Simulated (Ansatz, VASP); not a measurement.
**MgCd3Se4: VASP beside Ansatz**

```
Mg Cd Se
1.0
     5.71968    0.00000    0.00000
     0.00000    5.71968    0.00000
     0.00000    0.00000    5.71968
Mg Cd Se
1 3 4
Cartesian
  0.0000 0.0000 0.0000
  0.0000 2.8598 2.8598
  2.8598 0.0000 2.8598
  2.8598 2.8598 0.0000
  2.8598 0.0000 0.0000
  0.0000 2.8598 0.0000
  0.0000 0.0000 2.8598
  2.8598 2.8598 2.8598
```

Alike in both runs: functional PBE; k mesh 2 × 2 × 2; occupations gaussian, width 0.15 eV; no spin polarisation.

Ansatz relaxed the structure, and its values are those at the end. VASP's run is a single point on that final structure, the one shown.

|  | VASP | Ansatz |
| --- | --- | --- |
| version | VASP 6.6.1 | Ansatz 0.2.0 |
| potentials or method | VASP PAW PBE potentials, release 64 (Mg, Cd, Se), cutoff 600 eV | scalar-relativistic, plane waves, PAW |
| valence electrons in the cell | 62 | 134 |

Ansatz gave:

```
gap on the k mesh at the Fermi level (eV) : none
pressure (GPa)                            : -0.2
```

Q: Estimate VASP's values.

A: gap on the k mesh at the Fermi level (eV): none; pressure (GPa): 0.0.

A gap of «none» marks a metal or a gap that the smearing closes. VASP's potentials hold 62 valence electrons a cell and Ansatz's 134, so a difference there can come from the potentials and not from the codes.

The k mesh is coarse, so the values compare programs but aren't converged.
